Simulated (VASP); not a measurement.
# AlN (Fm-3m) in VASP: notebook, part 2 of 2

VASP 6.6.1.

## 5. Single point, PBE (volume scaled by 1.02)

INCAR reads:

```
SYSTEM = AlN
  PREC = Accurate
  ENCUT = 520
  EDIFF = 1E-6
  ISMEAR = -1
  SIGMA = 0.02
  LREAL = .FALSE.
  LASPH = .TRUE.
  NELM = 100
  ALGO = Normal
  ISIF = 2
  LWAVE = .FALSE.
  LCHARG = .TRUE.
  GGA = PE
  LELF = .TRUE.
  LVHAR = .TRUE.
  NBANDS = 11
```

KPOINTS reads:

```
Automatic mesh
0
G
  10 10 10
  0 0 0
```

POSCAR reads:

```
AlN
1.0
    0.0000000000      1.9910997195      1.9910997195
    1.9910997195      0.0000000000      1.9910997195
    1.9910997195      1.9910997195      0.0000000000
Al N
1 1
Direct
    0.0000000000      0.0000000000      0.0000000000
    0.5000000000      0.5000000000      0.5000000000
```

Potentials or basis: VASP PAW PBE potentials, release 64 (Al, N).

Launch:

```
$ cat potpaw_PBE.64/Al/POTCAR potpaw_PBE.64/N/POTCAR > POTCAR
$ mpirun -np 1 vasp_std > vasp.out
```

OUTCAR:

```text
SYSTEM = AlN
   PREC = Accurate
   ENCUT = 520
   EDIFF = 1E-6
   ISMEAR = -1
   LREAL = .FALSE.
   LASPH = .TRUE.
   NELM = 100
   ISIF = 2
   GGA = PE

 ion  position               nearest neighbor table
   1  0.000  0.000  0.000-   2 1.99   2 1.99   2 1.99   2 1.99   2 1.99   2 1.99
   2  0.500  0.500  0.500-   1 1.99   1 1.99   1 1.99   1 1.99   1 1.99   1 1.99

  LATTYP: Found a face centered cubic cell.
 ALAT       =     3.9821994390

  Lattice vectors:

 A1 = (   0.0000000000,   1.9910997195,   1.9910997195)
 A2 = (   1.9910997195,   0.0000000000,   1.9910997195)
 A3 = (   1.9910997195,   1.9910997195,   0.0000000000)

Analysis of symmetry for initial positions (statically):
=====================================================================
 Subroutine PRICEL returns:
 Original cell was already a primitive cell.

 Routine SETGRP: Setting up the symmetry group for a
 face centered cubic supercell.

 Subroutine GETGRP returns: Found 48 space group operations
[... 9 lines left out ...]

 Routine SETGRP: Setting up the symmetry group for a
 face centered cubic supercell.

 Subroutine GETGRP returns: Found 48 space group operations
[... 154 lines left out ...]
 cond. band min:      15.6221746592   @ k =   0.5000   0.5000   0.0000
 fundamental gap:      5.0554929840
 Fermi energy:        10.9352153693

 k-point     1 :       0.0000    0.0000    0.0000
  band No.  band energies     occupation
      1      -7.4078      2.00000
      2      10.5667      2.00000
      3      10.5667      2.00000
      4      10.5667      2.00000
      5      16.9202      0.00000
      6      22.8806      0.00000
      7      22.8806      0.00000
      8      22.8806      0.00000
      9      28.1464      0.00000
     10      28.6952      0.00000
     11      28.6952      0.00000
[... 309 lines left out ...]
 k-point    24 :       0.4000    0.3000    0.0000
  band No.  band energies     occupation
      1      -4.2420      2.00000
      2       4.5312      2.00000
      3       7.6427      2.00000
      4       8.1827      2.00000
      5      16.9515      0.00000
      6      17.7159      0.00000
      7      23.3118      0.00000
      8      26.7521      0.00000
      9      27.5750      0.00000
     10      32.9131      0.00000
     11      36.0674      0.00000

 [... further k-points ...]
[... 5 lines left out ...]
  --------------------------------------------------------------------------------------
  -------------------------------------------------------------------------------------
  Total        1.8297783      1.8297783      1.8297783     -0.0000000      0.0000000     -0.0000000
  in kB      185.6949180    185.6949180    185.6949180     -0.0000000      0.0000000     -0.0000000
  external PRESSURE =     185.6949180 kB  Pullay stress =       0.0000000 kB

 VOLUME and BASIS-vectors are now :
 -----------------------------------------------------------------------------
  energy-cutoff  :      520.00
  volume of cell :       15.79
      direct lattice vectors                 reciprocal lattice vectors
     0.000000000  1.991099719  1.991099719    -0.251117508  0.251117508  0.251117508
     1.991099719  0.000000000  1.991099719     0.251117508 -0.251117508  0.251117508
     1.991099719  1.991099719  0.000000000     0.251117508  0.251117508 -0.251117508

 POSITION                                       TOTAL-FORCE (eV/Angst)
 -----------------------------------------------------------------------------------
      0.00000      0.00000      0.00000         0.000000      0.000000      0.000000
      1.99110      1.99110      1.99110         0.000000      0.000000      0.000000
 -----------------------------------------------------------------------------------
    total drift:                               -0.000000     -0.000000      0.000000

  FREE ENERGIE OF THE ION-ELECTRON SYSTEM (eV)
  ---------------------------------------------------
  free  energy   TOTEN  =       -14.4871328899 eV

  energy  without entropy=      -14.4871328899  energy(sigma->0) =      -14.48713289
```

stdout:

```text
POSCAR found type information on POSCAR AlN
 POSCAR found :  2 types and       2 ions
 scaLAPACK will be used
 LDA part: xc-table for (Slater+PW92), standard interpolation
 POSCAR, INCAR and KPOINTS ok, starting setup
 FFT: planning ... GRIDC
 FFT: planning ... GRID_SOFT
 FFT: planning ... GRID
 WAVECAR not read
 entering main loop
```

It took 11 s on 1 thread of AMD EPYC 9R45 (Zen 5), shared host; peak memory 0.1 GiB.

Results:

* Free energy: -14.4871 eV
* Pressure: 18.6 GPa
* Band gap on the k mesh: 5.06 eV, indirect (least direct gap 6.35 eV)

## 6. Single point, PBE (volume scaled by 1.06)

INCAR reads:

```
SYSTEM = AlN
PREC = Accurate ; ENCUT = 520
EDIFF = 1E-7 ; ISMEAR = -1
SIGMA = 0.02 ; LREAL = .False.
LASPH = .True. ; NELM = 60
ALGO = Normal ; ISIF = 2
LWAVE = .False. ; LCHARG = .False.
GGA = PE ; NBANDS = 11
```

KPOINTS reads:

```
regular mesh
0
Gamma
  10 10 10
  0 0 0
```

POSCAR reads:

```
AlN
1.0
    0.0000000000      2.0167941628      2.0167941628
    2.0167941628      0.0000000000      2.0167941628
    2.0167941628      2.0167941628      0.0000000000
Al N
1 1
Direct
    0.0000000000      0.0000000000      0.0000000000
    0.5000000000      0.5000000000      0.5000000000
```

Potentials or basis: VASP PAW PBE potentials, release 64 (Al, N).

Launch:

```
$ cat potpaw_PBE.64/Al/POTCAR potpaw_PBE.64/N/POTCAR > POTCAR
$ mpirun -np 1 vasp_std > vasp.out
```

It took 11 s on 1 thread of AMD EPYC 9R45 (Zen 5), shared host; peak memory 0.1 GiB.

It converged, with:

```
Free energy            : -14.5363 eV
Pressure               : 7.0 GPa
Band gap on the k mesh : 4.68 eV, indirect (least direct gap 5.78 eV)
```

Levels at points of the mesh, in eV from the valence-band top:
```
           k point  band 1  band 2  band 3  band 4  band 5  band 6  band 7  band 8  band 9
(0.00, 0.00, 0.00)  -17.62    0.00    0.00    0.00    5.78   12.19   12.19   12.19   17.35
(0.50, 0.00, 0.00)  -14.33   -8.35   -1.09   -1.09    6.18   11.06   11.06   13.41   16.17
(0.50, 0.50, 0.00)  -13.34   -7.43   -2.82   -2.82    4.68    5.29   14.14   17.36   17.36
```

## 7. The runs side by side

```csv
cell,gap on the mesh (eV),pressure (GPa)
"a = 2.788 Å, angles 60.0°, 2 atoms",5.17,28.8
"a = 2.807 Å, angles 60.0°, 2 atoms",5.15,21.8
"a = 2.834 Å, angles 60.0°, 2 atoms",4.86,12.5
"a = 2.816 Å, angles 60.0°, 2 atoms",5.06,18.6
"a = 2.852 Å, angles 60.0°, 2 atoms",4.68,7.0
```

Alike in all rows: task single point; level PBE; potentials or basis VASP PAW PBE potentials, release 64 (Al, N); no spin polarisation; k mesh 10 × 10 × 10; cutoff (eV) 520; smearing fermi-dirac 0.02 eV.

Absolute energies hang on the potentials; compare differences alone.
